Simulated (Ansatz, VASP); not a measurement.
## VN2 in VASP and in Ansatz

The input INCAR:

```
SYSTEM = VN2
  PREC = Accurate
  ENCUT = 520
  EDIFF = 1E-7
  ISMEAR = 0
  SIGMA = 0.15
  LREAL = .FALSE.
  LASPH = .TRUE.
  NELM = 60
  ALGO = Normal
  ISIF = 2
  LWAVE = .FALSE.
  LCHARG = .FALSE.
  GGA = PE
  NBANDS = 32
```

Contents of KPOINTS:

```
regular mesh
0
G
  18 18 18
  0 0 0
```

POSCAR

```
VN2
1.0
   -2.2732198812      2.2732198812      2.2291520296
    2.2732198812     -2.2732198812      2.2291520296
    2.2732198812      2.2732198812     -2.2291520296
V N
2 4
Direct
    0.2500000000      0.2500000000      0.0000000000
    0.7500000000      0.7500000000      0.0000000000
    0.1135731475      0.6135731475      0.7271462950
    0.6135731475      0.8864268525      0.5000000000
    0.8864268525      0.3864268525      0.2728537050
    0.3864268525      0.1135731475      0.5000000000
```

Input for Ansatz:

```yaml
crystal:
  lattice:
    - [-2.2732198812, 2.2732198812, 2.2291520296]
    - [2.2732198812, -2.2732198812, 2.2291520296]
    - [2.2732198812, 2.2732198812, -2.2291520296]
  atoms:
    - { symbol: V, position: [0.25, 0.25, 0.0] }
    - { symbol: V, position: [0.75, 0.75, 0.0] }
    - { symbol: "N", position: [0.1135731475, 0.6135731475, 0.727146295] }
    - { symbol: "N", position: [0.6135731475, 0.8864268525, 0.5] }
    - { symbol: "N", position: [0.8864268525, 0.3864268525, 0.272853705] }
    - { symbol: "N", position: [0.3864268525, 0.1135731475, 0.5] }
basis:
  ecutwfc: 420
kpoints:
  mp_grid: { grid: [18, 18, 18] }
hamiltonian:
  xc: pbe
scf:
  occupations: { method: gaussian, width: 0.15 }
output:
  forces: true
  stress: true
  eigenvalues: true
```

Alike in both runs: task single point; functional PBE; k mesh 18 × 18 × 18; occupations gaussian, width 0.15 eV; no spin polarisation.

|  | VASP | Ansatz |
| --- | --- | --- |
| version | VASP 6.6.1 | Ansatz 0.2.0 |
| potentials or method | VASP PAW PBE potentials, release 64 (V_sv, N), cutoff 520 eV | scalar-relativistic, plane waves, PAW |
| valence electrons in the cell | 46 | 46 |

```csv
,VASP,Ansatz,Ansatz less VASP
gap on the k mesh at the Fermi level (eV),none,none,-
pressure (GPa),0.8,0.0,-0.84
"traceless stress, the component that is largest in VASP (GPa)",76.62,76.52,-0.096
rms of the force components (eV/Å),0.207,0.219,+0.0121
```

Atom by atom the forces differ by 0.012 eV/Å (rms over components). A gap of «none» marks a metal or a gap that the smearing closes.
